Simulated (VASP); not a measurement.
Write the native input for VASP 6.6.1 that does the following.

```
Task                               : single point
Functional                         : HSE06
Potentials or basis                : VASP PAW PBE potentials, release 64 (K_sv, Br)
Cutoff                             : 520 eV
k mesh                             : 4 × 4 × 4
Occupations                        : gaussian, width 0.01 eV
Spin                               : no spin polarisation
Dipole correction                  : no
Grid for exact exchange (PRECFOCK) : Normal
Further INCAR settings             : ALGO = Normal; EDIFF = 1e-06; NBANDS = 15
Share of exact exchange            : 0.25
Screening parameter                : 0.2079 1/Å
```

Crystal: KBr.

```xyz
2
Lattice="0.0000 3.3024 3.3024 3.4900 0.0000 3.3024 3.4900 3.3024 0.0000" Properties=species:S:1:pos:R:3 pbc="T T T"
K     0.0000    0.0000    0.0000
Br    3.4900    3.3024    3.3024
```

This cell differs from its parent crystal: uniaxial x strain +5.7%.

These files were run (other wordings do the same):

POSCAR

```
KBr
1.0
    0.0000000000      3.3024387010      3.3024387010
    3.4900172192      0.0000000000      3.3024387010
    3.4900172192      3.3024387010      0.0000000000
K Br
1 1
Direct
    0.0000000000      0.0000000000      0.0000000000
    0.5000000000      0.5000000000      0.5000000000
```

INCAR.step1

```
SYSTEM = KBr
PREC = Accurate
ENCUT = 520
EDIFF = 1E-5
ISMEAR = 0
SIGMA = 0.01
LREAL = .FALSE.
LASPH = .TRUE.
NELM = 60
ALGO = Normal
ISIF = 2
LWAVE = .TRUE.
LCHARG = .FALSE.
NBANDS = 15
GGA = PE
```

INCAR.step2

```
SYSTEM = KBr
PREC = Accurate
ENCUT = 520
EDIFF = 1E-6
ISMEAR = 0
SIGMA = 0.01
LREAL = .FALSE.
LASPH = .TRUE.
NELM = 60
ALGO = Normal
ISIF = 2
LWAVE = .FALSE.
LCHARG = .FALSE.
GGA = PE
LHFCALC = .TRUE.
HFSCREEN = 0.2079
PRECFOCK = Normal
NBANDS = 15
ISTART = 1
```

KPOINTS

```
regular mesh
0
G
  4 4 4
  0 0 0
```

Potentials or basis: VASP PAW PBE potentials, release 64 (K_sv, Br).

Launch:

```bash
$ cat potpaw_PBE.64/K_sv/POTCAR potpaw_PBE.64/Br/POTCAR > POTCAR
$ cp INCAR.step1 INCAR
$ mpirun -np 1 vasp_std > vasp.out
$ cp INCAR.step2 INCAR
$ mpirun -np 1 vasp_std > vasp.out
```

It gave:

```json
{
 "Pressure": "-0.2 GPa",
 "Band gap on the k mesh": "5.43 eV"
}
```

Caveat: the cell differs from its parent crystal (uniaxial x strain +5.7%); the PAW data sets were made with another functional, which shifts forces and pressure a little.

Wall time 12 min on 1 thread of AMD EPYC 7R43 64-Core Processor (Zen 3) (shared host), peak memory 0.29 GiB.
